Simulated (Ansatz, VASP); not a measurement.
**One calculation of Co2Ru, two programs**

```
Co Ru
1.0
     0.00000    2.52853    2.52853
     2.52853    0.00000    2.52853
     2.52853    2.52853    0.00000
Co Ru
2 1
Direct
  0.25000 0.25000 0.25000
  0.75000 0.75000 0.75000
  0.00000 0.00000 0.00000
```

Alike in both runs: task relaxation of cell and atoms; functional PBE; k mesh 6 × 6 × 6; occupations gaussian, width 0.1 eV; collinear spin.

|  | VASP | Ansatz |
| --- | --- | --- |
| version | VASP 6.6.1 | Ansatz 0.2.0 |
| potentials or method | VASP PAW PBE potentials, release 64 (Co, Ru_pv), cutoff 600 eV | scalar-relativistic, plane waves, PAW |
| valence electrons in the cell | 32 | 50 |

VASP gave:

- gap on the k mesh at the Fermi level, each at its own relaxed structure (eV): none
- net moment per atom (μB): 0.79
- size of the moment on the site where the two differ most (μB): 0.97
- relaxed volume (Å³/atom): 14.15
- relaxed cell length with the largest relative difference (Å): 3.916

Task: What did Ansatz give for the same quantities?

Result: gap on the k mesh at the Fermi level, each at its own relaxed structure (eV): none; net moment per atom (μB): 0.79; size of the moment on the site where the two differ most (μB): 1.00; relaxed volume (Å³/atom): 14.20; relaxed cell length with the largest relative difference (Å): 3.920.

Site moments also hang on the region over which each program counts them. A gap of «none» marks a metal or a gap that the smearing closes. VASP's potentials hold 32 valence electrons a cell and Ansatz's 50, so a difference there can come from the potentials and not from the codes.

Noted on VASP's run: the volume moved by over 15 % at a fixed basis, so the end points are rough.
